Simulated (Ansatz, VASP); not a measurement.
# Two plane-wave programs on Ba4N

The input INCAR:

```
SYSTEM = Ba4N
PREC = Accurate
ENCUT = 600
EDIFF = 1E-6
ISMEAR = 0
SIGMA = 0.1
LREAL = .False.
LASPH = .True.
NELM = 100
ALGO = Normal
ISIF = 3
LWAVE = .False.
LCHARG = .False.
GGA = PE
IBRION = 2
NSW = 100
EDIFFG = -0.01
```

Contents of KPOINTS:

```
Automatic mesh
0
Gamma
  6 6 6
  0 0 0
```

File POSCAR:

```
Ba4N
1.0
    6.6433300507      0.0000000000      0.0000000000
    0.0000000000      6.6433300507      0.0000000000
    0.0000000000      0.0000000000      6.6433300507
Ba N
4 1
Direct
    0.2156752894      0.2156752894      0.2156752894
    0.7843247106      0.7843247106      0.2156752894
    0.7843247106      0.2156752894      0.7843247106
    0.2156752894      0.7843247106      0.7843247106
    0.0000000000      0.0000000000      0.0000000000
```

Input for Ansatz:

```yaml
crystal:
  lattice:
    - [6.6433300507, 0.0, 0.0]
    - [0.0, 6.6433300507, 0.0]
    - [0.0, 0.0, 6.6433300507]
  atoms:
    - { symbol: Ba, position: [0.2156752894, 0.2156752894, 0.2156752894] }
    - { symbol: Ba, position: [0.7843247106, 0.7843247106, 0.2156752894] }
    - { symbol: Ba, position: [0.7843247106, 0.2156752894, 0.7843247106] }
    - { symbol: Ba, position: [0.2156752894, 0.7843247106, 0.7843247106] }
    - { symbol: "N", position: [0.0, 0.0, 0.0] }
basis:
  ecutwfc: 420
kpoints:
  mp_grid: { grid: [6, 6, 6] }
hamiltonian:
  xc: pbe
scf:
  occupations: { method: gaussian, width: 0.1 }
output:
  forces: true
  stress: true
  eigenvalues: true
relax:
  adjacent_minimum: "off"
  f_tol: 0.01
  max_steps: 80
  cell: { stress_tol: 0.05 }
```

Change from the starting cell: ordered vacancies on the anion sites of cuprite (P-43m, No. 215).

Alike in both runs: task relaxation of cell and atoms; functional PBE; k mesh 6 × 6 × 6; occupations gaussian, width 0.1 eV; no spin polarisation.

|  | VASP | Ansatz |
| --- | --- | --- |
| version | VASP 6.6.1 | Ansatz 0.2.0 |
| potentials or method | VASP PAW PBE potentials, release 64 (Ba_sv, N), cutoff 600 eV | scalar-relativistic, plane waves, PAW |
| valence electrons in the cell | 45 | 45 |

|  | VASP | Ansatz | Ansatz less VASP |
| --- | --- | --- | --- |
| gap on the k mesh at the Fermi level, each at its own relaxed structure (eV) | none | none | - |
| relaxed volume (Å³/atom) | 60.10 | 59.42 | -0.681 |
| relaxed length of the cell vector where the two differ most in proportion (Å) | 6.698 | 6.673 | -0.0254 |

A gap of «none» marks a metal or a gap that the smearing closes.

Spin-orbit coupling is off throughout.
